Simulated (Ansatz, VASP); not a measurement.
## One calculation of HfN, two programs

File INCAR:

```
SYSTEM = HfN
PREC     = Accurate       ! precision mode
ENCUT    = 520            ! plane-wave cutoff, eV
EDIFF    = 1E-6           ! SCF threshold, eV
ISMEAR   = -1             ! smearing method
SIGMA    = 0.08           ! smearing width, eV
LREAL    = .False.        ! projectors in reciprocal space
LASPH    = .True.         ! aspherical terms in the spheres
NELM     = 60             ! most SCF steps
ALGO     = Normal         ! electronic algorithm
ISIF     = 2              ! what is computed and relaxed
LWAVE    = .False.        ! write WAVECAR
LCHARG   = .False.        ! write CHGCAR
GGA      = PE             ! functional
NBANDS   = 32             ! bands
```

The input KPOINTS:

```
regular mesh
0
Gamma
  11 11 1
  0 0 0
```

The input POSCAR:

```
HfN
1.0
    3.2159806212      0.0000000000      0.0000000000
    0.0000000000      3.2159806212      0.0000000000
    0.0000000000      0.0000000000     20.5481000000
Hf N
3 3
Direct
    0.2500000000      0.2500000000      0.3957565822
    0.7500000000      0.7500000000      0.5000000646
    0.2500000000      0.2500000000      0.6042432905
    0.7500000000      0.7500000000      0.3848573857
    0.2500000000      0.2500000000      0.4999999610
    0.7500000000      0.7500000000      0.6151427160
```

Input for Ansatz:

```yaml
crystal:
  lattice:
    - [3.2159806212, 0.0, 0.0]
    - [0.0, 3.2159806212, 0.0]
    - [0.0, 0.0, 20.5481]
  atoms:
    - { symbol: Hf, position: [0.25, 0.25, 0.3957565822] }
    - { symbol: "N", position: [0.75, 0.75, 0.3848573857] }
    - { symbol: Hf, position: [0.75, 0.75, 0.5000000646] }
    - { symbol: "N", position: [0.25, 0.25, 0.499999961] }
    - { symbol: Hf, position: [0.25, 0.25, 0.6042432905] }
    - { symbol: "N", position: [0.75, 0.75, 0.615142716] }
kpoints:
  mp_grid: { grid: [11, 11, 1] }
scf:
  occupations: { method: fermi_dirac, width: 0.08 }
hamiltonian:
  xc: pbe
  pseudopotentials: { kind: paw }
output:
  forces: true
  stress: true
  eigenvalues: true
  core_levels:
    shells: { Hf: ["4f"] }
    counted_from: fermi_level
    add_spin: false
```

Alike in both runs: task single point; functional PBE; k mesh 11 × 11 × 1; occupations fermi-dirac, width 0.08 eV; no spin polarisation.

```csv
,VASP,Ansatz
version,VASP 6.6.1,Ansatz 0.2.0
potentials or method,"VASP PAW PBE potentials, release 64 (Hf_pv, N)","PAW with Ansatz's default frozen-core files, scalar-relativistic"
plane-wave cutoff (eV),520,420
valence electrons in the cell,45,93
```

|  | VASP | Ansatz | Ansatz less VASP |
| --- | --- | --- | --- |
| rms of the force components (eV/Å) | 0.035 | 0.004 | -0.0311 |

VASP's potentials hold 45 valence electrons a cell and Ansatz's 93, so a difference there can come from the potentials and not from the codes. Ansatz's warnings: structure snapped to symmetry.

Spin-orbit coupling is off throughout.
